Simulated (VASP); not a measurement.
MoS:

```
CELL_PARAMETERS angstrom
2.96143 0.00000 0.00000
0.00000 2.96143 0.00000
0.00000 0.00000 2.96143
ATOMIC_POSITIONS crystal
Mo 0.00000 0.00000 0.00000
S 0.50000 0.50000 0.50000
```

Base run:

- Program: VASP 6.6.1
- Functional: PBE
- Potentials or basis: VASP PAW PBE potentials, release 64 (Mo_sv, S)
- Cutoff: 520 eV
- k mesh: 14 × 14 × 14
- Occupations: gaussian, width 0.1 eV
- Spin: collinear spin
- Starting moments: [2.0, 0.0] μB
- Hubbard terms: Mo d U = 4.38 eV

Its results: pressure 18.8 GPa.

**Question.** The run is repeated on the same cell with these changes: spin from collinear spin to no spin polarisation; further incar settings from ALGO = Normal; EDIFF = 1e-07; NBANDS = 21 to ALGO = Normal; EDIFF = 1e-06; NBANDS = 17. What comes out?

**Answer.** Pressure 16.0 GPa.

Caveats: the cell stands under pressure; U without spin polarisation on a metal has little footing (at least some runs).
